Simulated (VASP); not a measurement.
# Si2Ni (Fm-3m) in VASP: further runs

Runs on Si2Ni. Level: PBEsol. Tasks: single point.

All numbers are computed with VASP 6.6.1; they aren't measurements. Logs are shortened: lines on timing, memory, paths and dates and some standing lists are left out, and cuts for length are marked.

**1. The cell of the first run**

It takes space group Fm-3m (No. 225, cubic). The conventional cell has a = 5.406 Å, b = 5.406 Å, c = 5.406 Å, α = 90.00°, β = 90.00°, γ = 90.00°. Ni (site symmetry m-3m) has 8 Si at 2.34 Å within 3.1 Å. Within 3.1 Å of Si (site symmetry -43m) lie 4 Ni at 2.34 Å and 6 Si at 2.70 Å.

**2. Single point, PBEsol, collinear spin, ferromagnetic start**

Contents of INCAR:

```
SYSTEM = Si2Ni
ALGO = Normal
EDIFF = 1E-6
ENCUT = 520
GGA = PS
ISIF = 2
ISMEAR = -1
ISPIN = 2
LASPH = .TRUE.
LCHARG = .FALSE.
LMAXMIX = 4
LORBIT = 11
LREAL = .FALSE.
LWAVE = .FALSE.
MAGMOM = 1 0 0
NBANDS = 20
NELM = 150
NUPDOWN = 1.0
PREC = Accurate
SIGMA = 0.05
```

Contents of KPOINTS:

```
k-points
0
G
  7 7 7
  0 0 0
```

Contents of POSCAR:

```
Si2Ni
1.0
    0.0000000000      2.7030000000      2.7030000000
    2.7030000000      0.0000000000      2.7030000000
    2.7030000000      2.7030000000      0.0000000000
Ni Si
1 2
Direct
    0.0000000000      0.0000000000      0.0000000000
    0.7500000000      0.7500000000      0.7500000000
    0.2500000000      0.2500000000      0.2500000000
```

Potentials or basis: VASP PAW PBE potentials, release 64 (Ni, Si).

Started as:

```sh
cat potpaw_PBE.64/Ni/POTCAR potpaw_PBE.64/Si/POTCAR > POTCAR
mpirun -np 1 vasp_std > vasp.out
```

OUTCAR:

```text
SYSTEM = Si2Ni
   EDIFF = 1E-6
   ENCUT = 520
   GGA = PS
   ISIF = 2
   ISMEAR = -1
   ISPIN = 2
   LASPH = .TRUE.
   LORBIT = 11
   LREAL = .FALSE.
   NELM = 150
   NUPDOWN = 1.0
   PREC = Accurate

 ion  position               nearest neighbor table
   1  0.000  0.000  0.000-   2 2.34   2 2.34   3 2.34   3 2.34   2 2.34   2 2.34   3 2.34   3 2.34

   2  0.750  0.750  0.750-   1 2.34   1 2.34   1 2.34   1 2.34   3 2.70   3 2.70   3 2.70   3 2.70
                             3 2.70   3 2.70
   3  0.250  0.250  0.250-   1 2.34   1 2.34   1 2.34   1 2.34   2 2.70   2 2.70   2 2.70   2 2.70
                             2 2.70   2 2.70

  LATTYP: Found a face centered cubic cell.
 ALAT       =     5.4060000000

  Lattice vectors:

 A1 = (   0.0000000000,   2.7030000000,   2.7030000000)
 A2 = (   2.7030000000,   0.0000000000,   2.7030000000)
 A3 = (   2.7030000000,   2.7030000000,   0.0000000000)

Analysis of symmetry for initial positions (statically):
=====================================================================
 Subroutine PRICEL returns:
 Original cell was already a primitive cell.

 Routine SETGRP: Setting up the symmetry group for a
 face centered cubic supercell.

 Subroutine GETGRP returns: Found 48 space group operations
 (whereof 48 operations were pure point group operations)
 out of a pool of 48 trial point group operations.

The static configuration has the point symmetry O_h .

Analysis of symmetry for dynamics (positions and initial velocities):
=====================================================================
 Subroutine PRICEL returns:
 Original cell was already a primitive cell.

 Routine SETGRP: Setting up the symmetry group for a
 face centered cubic supercell.

 Subroutine GETGRP returns: Found 48 space group operations
 (whereof 48 operations were pure point group operations)
 out of a pool of 48 trial point group operations.

The dynamic configuration has the point symmetry O_h .

Analysis of structural, dynamic, and magnetic symmetry:
=====================================================================
 Subroutine PRICEL returns:
 Original cell was already a primitive cell.

 Routine SETGRP: Setting up the symmetry group for a
 face centered cubic supercell.

 Subroutine GETGRP returns: Found 48 space group operations
 (whereof 48 operations were pure point group operations)
 out of a pool of 48 trial point group operations.

The overall configuration has the point symmetry O_h .

 Subroutine INISYM returns: Found 48 space group operations
 (whereof 48 operations are pure point group operations),
 and found     1 'primitive' translations

----------------------------------------------------------------------------------------

                                     Primitive cell

  volume of cell :      39.4974

  direct lattice vectors                    reciprocal lattice vectors
     0.000000000  2.703000000  2.703000000    -0.184979652  0.184979652  0.184979652
     2.703000000  0.000000000  2.703000000     0.184979652 -0.184979652  0.184979652
     2.703000000  2.703000000  0.000000000     0.184979652  0.184979652 -0.184979652

  length of vectors
     3.822619259  3.822619259  3.822619259     0.320394156  0.320394156  0.320394156

  position of ions in fractional coordinates (direct lattice)
     0.000000000  0.000000000  0.000000000
     0.750000000  0.750000000  0.750000000
     0.250000000  0.250000000  0.250000000

  ion indices of the primitive-cell ions
   primitive index   ion index
                 1           1
                 2           2
                 3           3

----------------------------------------------------------------------------------------

 KPOINTS: k-points

Automatic generation of k-mesh.
 Grid dimensions read from file:
 generate k-points for:    7    7    7

 Generating k-lattice:

  Cartesian coordinates                     Fractional coordinates (reciprocal lattice)
    -0.026425665  0.026425665  0.026425665     0.142857143  0.000000000  0.000000000
     0.026425665 -0.026425665  0.026425665     0.000000000  0.142857143  0.000000000
     0.026425665  0.026425665 -0.026425665     0.000000000  0.000000000  0.142857143

  Length of vectors
     0.045770594  0.045770594  0.045770594

  Shift w.r.t. Gamma in fractional coordinates (k-lattice)
     0.000000000  0.000000000  0.000000000

 Subroutine IBZKPT returns following result:
 ===========================================

 Found     20 irreducible k-points:

 Following reciprocal coordinates:
            Coordinates               Weight
  0.000000  0.000000  0.000000      1.000000
  0.142857  0.000000  0.000000      8.000000
  0.285714  0.000000  0.000000      8.000000
  0.428571  0.000000  0.000000      8.000000
  0.142857  0.142857  0.000000      6.000000
  0.285714  0.142857  0.000000     24.000000
[... 12 lines left out ...]
 -0.428571  0.428571  0.142857     24.000000
 -0.285714  0.428571  0.142857     24.000000
   k-points           NKPTS =     20   k-points in BZ     NKDIM =     20   number of bands    NBANDS=     20
   number of dos      NEDOS =    301   number of ions     NIONS =      3
   total plane-waves  NPLWV =  21952
   dimension x,y,z NGX =    28 NGY =   28 NGZ =   28
   dimension x,y,z NGXF=    56 NGYF=   56 NGZF=   56
   ions per type =               1   2
   NGX,Y,Z   is equivalent  to a cutoff of  12.18, 12.18, 12.18 a.u.
   NGXF,Y,Z  is equivalent  to a cutoff of  24.35, 24.35, 24.35 a.u.
 SYSTEM =  Si2Ni
   PREC   = accura    normal or accurate (medium, high low for compatibility)
   ISTART =      0    job   : 0-new  1-cont  2-samecut
   ICHARG =      2    charge: 1-file 2-atom 10-const
   ISPIN  =      2    spin polarized calculation?
   LNONCOLLINEAR =      F non collinear calculations
   LSORBIT =      F    spin-orbit coupling
   LASPH  =      T    aspherical Exc in radial PAW
   ENCUT  =  520.0 eV  38.22 Ry    6.18 a.u.   7.11  7.11  7.11*2*pi/ulx,y,z
   NELM   =    150;   NELMIN=  2; NELMDL= -5     # of ELM steps
   EDIFF  = 0.1E-05   stopping-criterion for ELM
   LREAL  =      F    real-space projection
   EDIFFG = 0.1E-04   stopping-criterion for IOM
   NSW    =      0    number of steps for IOM
   IBRION =     -1    ionic relax: 0-MD 1-quasi-New 2-CG
   NFREE  =      0    steps in history (QN), initial steepest desc. (CG)
   ISIF   =      2    stress and relaxation
   ISYM   =      2    0-nonsym 1-usesym 2-fastsym
   POTIM  = 0.5000    time-step for ionic-motion
   TEBEG  =    0.0;   TEEND  =   0.0 temperature during run
   PSTRESS=    0.0 pullay stress
   NELECT =      18.0000    total number of electrons
   NUPDOWN=       1.0000    fix difference up-down
   EMIN   =  10.00;   EMAX   =-10.00  energy-range for DOS
   EFERMI =   0.00;   METHOD = LEGACY
   ISMEAR =    -1;   SIGMA  =   0.05  broadening in eV -4-tet -1-fermi 0-gaus
   EFERMI_NEDOS =   21; number of points for ismear=-14 and -15
   IALGO  =     38    algorithm
   IMIX   =      4    mixing-type and parameters
     AMIX     =   0.40;   BMIX     =  1.00
     AMIX_MAG =   1.60;   BMIX_MAG =  1.00
  volume/ion in A,a.u.               =      13.17        88.85
  Fermi-wavevector in a.u.,A,eV,Ry     =   1.259823  2.380721 21.594550  1.587155
  Thomas-Fermi vector in A             =   2.393364
   LORBIT       =     11    0 simple, 1 ext, 2 COOP (PROOUT), +10 PAW based schemes
   GGA     = PS    functional components
   LHFCALC =     F    Hartree Fock is set to
   AEXX    =    0.0000 exact exchange contribution
   IVDW    =     0    specifies the selected vdW correction
   LEPSILON=     F    determine dielectric tensor
   LRPA    =     F    only Hartree local field effects (RPA)
 spin polarized calculation
  energy-cutoff  :      520.00
  volume of cell :       39.50
 maximum number of plane-waves:      1073
   NGX = 15   NGY = 15   NGZ = 15

 number of electron      17.9999999 magnetization       1.0000000

 Free energy of the ion-electron system (eV)
  ---------------------------------------------------
  ext. energy  EPLUGINS =         0.00000000
  ---------------------------------------------------
  free energy    TOTEN  =       -18.46542520 eV

  energy without entropy =      -18.45350807  energy(sigma->0) =      -18.45946663

 E-fermi :   9.0683     XC(G=0): -11.7030

 val. band max:       10.9009262158   @ k =   0.1429   0.0000   0.0000
 cond. band min:       9.2011755022   @ k =   0.4286   0.0000   0.0000
 fundamental gap:     -1.6997507136
 Fermi energy:        10.9973072335

 spin component 1

 k-point     1 :       0.0000    0.0000    0.0000
  band No.  band energies     occupation
      1      -3.6365      1.00000
      2       4.9377      1.00000
      3       4.9377      1.00000
      4       4.9377      1.00000
      5       6.6563      1.00000
      6       6.6563      1.00000
[... 12 lines left out ...]
     19      19.1822      0.00000
[... 420 lines left out ...]
      3       3.1068      1.00000
      4       4.1735      1.00000
      5       6.2472      1.00000
      6       6.2836      1.00000
[... 12 lines left out ...]
     19      23.6114      0.00000
     20      26.7138      0.00000
 Fermi energy:         9.0683160638

 spin component 2

 k-point     1 :       0.0000    0.0000    0.0000
  band No.  band energies     occupation
      1      -3.3542      1.00000
      2       5.3160      1.00000
      3       5.3160      1.00000
      4       5.3160      1.00000
      5       6.9792      1.00000
      6       6.9792      1.00000
[... 12 lines left out ...]
     19      19.4676      0.00000
[... 421 lines left out ...]
      4       4.4590      1.00000
      5       6.6198      1.00000
      6       6.7105      1.00000
[... 12 lines left out ...]
     19      23.9283      0.00000
     20      26.9882      0.00000

------------------------ aborting loop because EDIFF is reached ----------------------------------------

  FORCE on cell =-STRESS in cart. coord.  units (eV):
  Direction    XX          YY          ZZ          XY          YZ          ZX
  --------------------------------------------------------------------------------------
  -------------------------------------------------------------------------------------
  Total        0.6364511      0.6364511      0.6364511      0.0000000      0.0000000     -0.0000000
  in kB       25.8171001     25.8171001     25.8171001      0.0000000      0.0000000     -0.0000000
  external PRESSURE =      25.8171001 kB  Pullay stress =       0.0000000 kB

 VOLUME and BASIS-vectors are now :
 -----------------------------------------------------------------------------
  energy-cutoff  :      520.00
  volume of cell :       39.50
      direct lattice vectors                 reciprocal lattice vectors
     0.000000000  2.703000000  2.703000000    -0.184979652  0.184979652  0.184979652
     2.703000000  0.000000000  2.703000000     0.184979652 -0.184979652  0.184979652
     2.703000000  2.703000000  0.000000000     0.184979652  0.184979652 -0.184979652

 POSITION                                       TOTAL-FORCE (eV/Angst)
 -----------------------------------------------------------------------------------
      0.00000      0.00000      0.00000         0.000000     -0.000000      0.000000
      4.05450      4.05450      4.05450         0.000000      0.000000      0.000000
      1.35150      1.35150      1.35150        -0.000000     -0.000000     -0.000000
 -----------------------------------------------------------------------------------
    total drift:                               -0.000000     -0.000000      0.000000

  FREE ENERGIE OF THE ION-ELECTRON SYSTEM (eV)
  ---------------------------------------------------
  free  energy   TOTEN  =       -18.4654251951 eV

  energy  without entropy=      -18.4535080701  energy(sigma->0) =      -18.45946663

 total charge

# of ion       s       p       d       tot
------------------------------------------
    1        0.568   0.773   8.470   9.811
    2        0.759   0.833   0.000   1.593
    3        0.759   0.833   0.000   1.593
--------------------------------------------------
tot          2.086   2.440   8.470  12.996

 magnetization (x)

# of ion       s       p       d       tot
------------------------------------------
    1        0.006   0.070   0.367   0.443
    2        0.064   0.065   0.000   0.129
    3        0.064   0.065   0.000   0.129
--------------------------------------------------
tot          0.133   0.200   0.367   0.700
```

It took 37 s on 1 thread of Intel Xeon Platinum 8259CL at 2.50GHz (Skylake/Cascade Lake), shared host; peak memory 0.18 GiB.

What came out:

```
Free energy                                           : -18.4654 eV
Pressure                                              : 2.6 GPa
Net moment                                            : 1.00 μB per cell
Site moments                                          : Ni +0.44; Si +0.13 μB
Valence electrons inside the program's atomic spheres : Ni 9.81; Si 1.59
```

Caveat: the PAW data sets were made with another functional, which shifts forces and pressure a little; the total moment is fixed, so each spin has its own Fermi level.

(Continued in part 2 of 2.)
